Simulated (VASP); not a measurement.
# Mo (Pm-3m) in VASP: single point with LDA

Aim: the single point of Mo with LDA.

Program: VASP 6.6.1. These are calculated values, not measurements. Logs are shortened: lines on timing, memory, paths and dates and some standing lists are left out, and cuts for length are marked.

## Step 1: The cell of the first run

The structure is cubic, space group Pm-3m (No. 221). The conventional cell has a = 2.555 Å, b = 2.555 Å, c = 2.555 Å, α = 90.00°, β = 90.00°, γ = 90.00°. Mo (site symmetry m-3m) has 6 Mo at 2.55 Å within 3.4 Å.

This isn't the form of Mo at room conditions, which is bcc.

## Step 2: Single point, LDA

The input, INCAR:

```
SYSTEM = Mo
PREC     = Accurate       ! precision mode
ENCUT    = 500            ! plane-wave cutoff, eV
EDIFF    = 1E-6           ! SCF threshold, eV
ISMEAR   = 0              ! smearing method
SIGMA    = 0.15           ! smearing width, eV
LREAL    = .FALSE.        ! projectors in reciprocal space
LASPH    = .TRUE.         ! aspherical terms in the spheres
NELM     = 120            ! most SCF steps
ALGO     = Normal         ! electronic algorithm
ISIF     = 2              ! what is computed and relaxed
LWAVE    = .FALSE.        ! write WAVECAR
LCHARG   = .TRUE.         ! write CHGCAR
GGA      = CA             ! functional
LELF     = .TRUE.         ! ELF
LVHAR    = .TRUE.       
NBANDS   = 13             ! bands
GGA_COMPAT= .FALSE.
```

The input, KPOINTS:

```
Automatic mesh
0
G
  17 17 17
  0 0 0
```

The input, POSCAR:

```
Mo
1.0
    2.5547461120      0.0000000000      0.0000000000
    0.0000000000      2.5547461120      0.0000000000
    0.0000000000      0.0000000000      2.5547461120
Mo
1
Direct
    0.0000000000      0.0000000000      0.0000000000
```

Potentials or basis: VASP PAW LDA potentials, release 64 (Mo_sv).

On the command line:

```console
$ cat potpaw_LDA.64/Mo_sv/POTCAR > POTCAR
$ mpirun -np 1 vasp_std > vasp.out
```

OUTCAR:

```text
SYSTEM = Mo
   PREC = Accurate
   ENCUT = 500
   EDIFF = 1E-6
   ISMEAR = 0
   LREAL = .FALSE.
   LASPH = .TRUE.
   NELM = 120
   ISIF = 2
   GGA = CA

 ion  position               nearest neighbor table
   1  0.000  0.000  0.000-

  LATTYP: Found a simple cubic cell.
 ALAT       =     2.5547461120

  Lattice vectors:

 A1 = (   2.5547461120,   0.0000000000,   0.0000000000)
 A2 = (   0.0000000000,   2.5547461120,   0.0000000000)
 A3 = (   0.0000000000,   0.0000000000,   2.5547461120)

Analysis of symmetry for initial positions (statically):
=====================================================================
 Subroutine PRICEL returns:
 Original cell was already a primitive cell.

 Routine SETGRP: Setting up the symmetry group for a
 simple cubic supercell.

 Subroutine GETGRP returns: Found 48 space group operations
 (whereof 48 operations were pure point group operations)
 out of a pool of 48 trial point group operations.

The static configuration has the point symmetry O_h .

Analysis of symmetry for dynamics (positions and initial velocities):
=====================================================================
 Subroutine PRICEL returns:
 Original cell was already a primitive cell.

 Routine SETGRP: Setting up the symmetry group for a
 simple cubic supercell.

 Subroutine GETGRP returns: Found 48 space group operations
 (whereof 48 operations were pure point group operations)
 out of a pool of 48 trial point group operations.

The dynamic configuration has the point symmetry O_h .

 Subroutine INISYM returns: Found 48 space group operations
 (whereof 48 operations are pure point group operations),
 and found     1 'primitive' translations

----------------------------------------------------------------------------------------

                                     Primitive cell

  volume of cell :      16.6741

  direct lattice vectors                    reciprocal lattice vectors
     2.554746112  0.000000000  0.000000000     0.391428328  0.000000000  0.000000000
     0.000000000  2.554746112  0.000000000     0.000000000  0.391428328  0.000000000
     0.000000000  0.000000000  2.554746112     0.000000000  0.000000000  0.391428328

  length of vectors
     2.554746112  2.554746112  2.554746112     0.391428328  0.391428328  0.391428328

  position of ions in fractional coordinates (direct lattice)
     0.000000000  0.000000000  0.000000000

  ion indices of the primitive-cell ions
   primitive index   ion index
                 1           1

----------------------------------------------------------------------------------------

 KPOINTS: Automatic mesh

Automatic generation of k-mesh.
 Grid dimensions read from file:
 generate k-points for:   17   17   17

 Generating k-lattice:

  Cartesian coordinates                     Fractional coordinates (reciprocal lattice)
     0.023025196  0.000000000  0.000000000     0.058823529  0.000000000  0.000000000
     0.000000000  0.023025196  0.000000000     0.000000000  0.058823529  0.000000000
     0.000000000  0.000000000  0.023025196     0.000000000  0.000000000  0.058823529

  Length of vectors
     0.023025196  0.023025196  0.023025196

  Shift w.r.t. Gamma in fractional coordinates (k-lattice)
     0.000000000  0.000000000  0.000000000

 Subroutine IBZKPT returns following result:
 ===========================================

 Found    165 irreducible k-points:

 Following reciprocal coordinates:
            Coordinates               Weight
  0.000000  0.000000  0.000000      1.000000
  0.058824  0.000000  0.000000      6.000000
  0.117647  0.000000  0.000000      6.000000
  0.176471  0.000000  0.000000      6.000000
  0.235294  0.000000  0.000000      6.000000
  0.294118  0.000000  0.000000      6.000000
[... 16 lines left out ...]
  0.411765  0.117647  0.000000     24.000000
  0.470588  0.117647  0.000000     24.000000
 [... further k-points ...]
   k-points           NKPTS =    165   k-points in BZ     NKDIM =    165   number of bands    NBANDS=     13
   number of dos      NEDOS =    301   number of ions     NIONS =      1
   total plane-waves  NPLWV =   8000
   dimension x,y,z NGX =    20 NGY =   20 NGZ =   20
   dimension x,y,z NGXF=    40 NGYF=   40 NGZF=   40
   ions per type =               1
   NGX,Y,Z   is equivalent  to a cutoff of  13.01, 13.01, 13.01 a.u.
   NGXF,Y,Z  is equivalent  to a cutoff of  26.03, 26.03, 26.03 a.u.
 SYSTEM =  Mo
   PREC   = accura    normal or accurate (medium, high low for compatibility)
   ISTART =      0    job   : 0-new  1-cont  2-samecut
   ICHARG =      2    charge: 1-file 2-atom 10-const
   ISPIN  =      1    spin polarized calculation?
   LNONCOLLINEAR =      F non collinear calculations
   LSORBIT =      F    spin-orbit coupling
   LASPH  =      T    aspherical Exc in radial PAW
   ENCUT  =  500.0 eV  36.75 Ry    6.06 a.u.   4.66  4.66  4.66*2*pi/ulx,y,z
   NELM   =    120;   NELMIN=  2; NELMDL= -5     # of ELM steps
   EDIFF  = 0.1E-05   stopping-criterion for ELM
   LREAL  =      F    real-space projection
   EDIFFG = 0.1E-04   stopping-criterion for IOM
   NSW    =      0    number of steps for IOM
   IBRION =     -1    ionic relax: 0-MD 1-quasi-New 2-CG
   NFREE  =      0    steps in history (QN), initial steepest desc. (CG)
   ISIF   =      2    stress and relaxation
   ISYM   =      2    0-nonsym 1-usesym 2-fastsym
   POTIM  = 0.5000    time-step for ionic-motion
   TEBEG  =    0.0;   TEEND  =   0.0 temperature during run
   PSTRESS=    0.0 pullay stress
   NELECT =      14.0000    total number of electrons
   NUPDOWN=      -1.0000    fix difference up-down
   EMIN   =  10.00;   EMAX   =-10.00  energy-range for DOS
   EFERMI =   0.00;   METHOD = LEGACY
   ISMEAR =     0;   SIGMA  =   0.15  broadening in eV -4-tet -1-fermi 0-gaus
   EFERMI_NEDOS =   21; number of points for ismear=-14 and -15
   IALGO  =     38    algorithm
   IMIX   =      4    mixing-type and parameters
     AMIX     =   0.40;   BMIX     =  1.00
     AMIX_MAG =   1.60;   BMIX_MAG =  1.00
  volume/ion in A,a.u.               =      16.67       112.52
  Fermi-wavevector in a.u.,A,eV,Ry     =   1.544435  2.918560 32.453716  2.385281
  Thomas-Fermi vector in A             =   2.649957
   LORBIT       =      0    0 simple, 1 ext, 2 COOP (PROOUT), +10 PAW based schemes
   GGA     = CA    functional components
   LHFCALC =     F    Hartree Fock is set to
   AEXX    =    0.0000 exact exchange contribution
   IVDW    =     0    specifies the selected vdW correction
   LEPSILON=     F    determine dielectric tensor
   LRPA    =     F    only Hartree local field effects (RPA)
 non-spin polarized calculation
 Gauss-broadening in eV      SIGMA  =   0.15
  energy-cutoff  :      500.00
  volume of cell :       16.67
 maximum number of plane-waves:       445
 NGX is ok and might be reduce to    20
   NGX =  9   NGY =  9   NGZ =  9

 number of electron      13.9999997 magnetization

 Free energy of the ion-electron system (eV)
  ---------------------------------------------------
  ext. energy  EPLUGINS =         0.00000000
  ---------------------------------------------------
  free energy    TOTEN  =       -10.96843996 eV

  energy without entropy =      -10.95861912  energy(sigma->0) =      -10.96352954

 E-fermi :  11.2783     XC(G=0): -13.0984

 val. band max:       11.2733659881   @ k =   0.4118   0.0000   0.0000
 cond. band min:      11.2912817952   @ k =   0.2941   0.2941   0.1176
 fundamental gap:      0.0179158072
 Fermi energy:        11.2782844127

 k-point     1 :       0.0000    0.0000    0.0000
  band No.  band energies     occupation
      1     -49.4768      2.00000
      2     -22.7917      2.00000
      3     -22.7917      2.00000
      4     -22.7917      2.00000
      5       4.6756      2.00000
      6       6.8782      2.00000
      7       6.8782      2.00000
      8      15.4326      0.00000
      9      15.4326      0.00000
     10      15.4326      0.00000
     11      27.1862      0.00000
     12      27.1862      0.00000
     13      27.1862      0.00000

 k-point     2 :       0.0588    0.0000    0.0000
  band No.  band energies     occupation
      1     -49.4688      2.00000
      2     -22.8558      2.00000
      3     -22.7862      2.00000
      4     -22.7862      2.00000
      5       4.7885      2.00000
      6       6.9069      2.00000
      7       7.0090      2.00000
      8      15.2673      0.00000
      9      15.2673      0.00000
     10      15.4444      0.00000
     11      26.6232      0.00000
     12      27.4178      0.00000
     13      27.4178      0.00000

 k-point     3 :       0.1176    0.0000    0.0000
  band No.  band energies     occupation
      1     -49.4456      2.00000
      2     -23.0370      2.00000
      3     -22.7706      2.00000
      4     -22.7706      2.00000
      5       5.0964      2.00000
      6       6.9904      2.00000
      7       7.4088      2.00000
      8      14.8242      0.00000
      9      14.8242      0.00000
     10      15.4782      0.00000
     11      25.3501      0.00000
     12      28.0518      0.00000
     13      28.0518      0.00000
[... 305 lines left out ...]
 k-point    23 :       0.4118    0.1176    0.0000
  band No.  band energies     occupation
      1     -49.2203      2.00000
      2     -24.3785      2.00000
      3     -22.8720      2.00000
      4     -22.6203      2.00000
      5       7.7047      2.00000
      6       8.3432      2.00000
      7       9.8724      2.00000
      8      12.2225      0.00000
      9      13.3609      0.00000
     10      15.2441      0.00000
     11      21.0642      0.00000
     12      26.7259      0.00000
     13      30.1023      0.00000

 k-point    24 :       0.4706    0.1176    0.0000
  band No.  band energies     occupation
      1     -49.2037      2.00000
      2     -24.4847      2.00000
      3     -22.8600      2.00000
      4     -22.6094      2.00000
      5       7.8983      2.00000
      6       8.5616      2.00000
      7       9.6259      2.00000
      8      12.0458      0.00000
      9      13.6654      0.00000
     10      15.2736      0.00000
     11      21.0290      0.00000
     12      26.4197      0.00000
     13      30.4437      0.00000

 [... further k-points ...]

------------------------ aborting loop because EDIFF is reached ----------------------------------------

  FORCE on cell =-STRESS in cart. coord.  units (eV):
  Direction    XX          YY          ZZ          XY          YZ          ZX
  --------------------------------------------------------------------------------------
  -------------------------------------------------------------------------------------
  Total        0.1069970      0.1069970      0.1069970      0.0000000     -0.0000000      0.0000000
  in kB       10.2810859     10.2810859     10.2810859      0.0000000     -0.0000000      0.0000000
  external PRESSURE =      10.2810859 kB  Pullay stress =       0.0000000 kB

 VOLUME and BASIS-vectors are now :
 -----------------------------------------------------------------------------
  energy-cutoff  :      500.00
  volume of cell :       16.67
      direct lattice vectors                 reciprocal lattice vectors
     2.554746112  0.000000000  0.000000000     0.391428328  0.000000000  0.000000000
     0.000000000  2.554746112  0.000000000     0.000000000  0.391428328  0.000000000
     0.000000000  0.000000000  2.554746112     0.000000000  0.000000000  0.391428328

 POSITION                                       TOTAL-FORCE (eV/Angst)
 -----------------------------------------------------------------------------------
      0.00000      0.00000      0.00000         0.000000      0.000000      0.000000
 -----------------------------------------------------------------------------------
    total drift:                               -0.000000     -0.000000     -0.000000

  FREE ENERGIE OF THE ION-ELECTRON SYSTEM (eV)
  ---------------------------------------------------
  free  energy   TOTEN  =       -10.9684399618 eV

  energy  without entropy=      -10.9586191166  energy(sigma->0) =      -10.96352954
```

Run time: 57 s. Hardware: 1 thread of Intel Xeon 8259CL, shared host; peak memory 0.11 GiB.

What came out:

- Free energy: -10.9684 eV
- Pressure: 1.0 GPa
- Band gap on the k mesh: zero (bands 7 and 8 overlap by 2.65 eV)
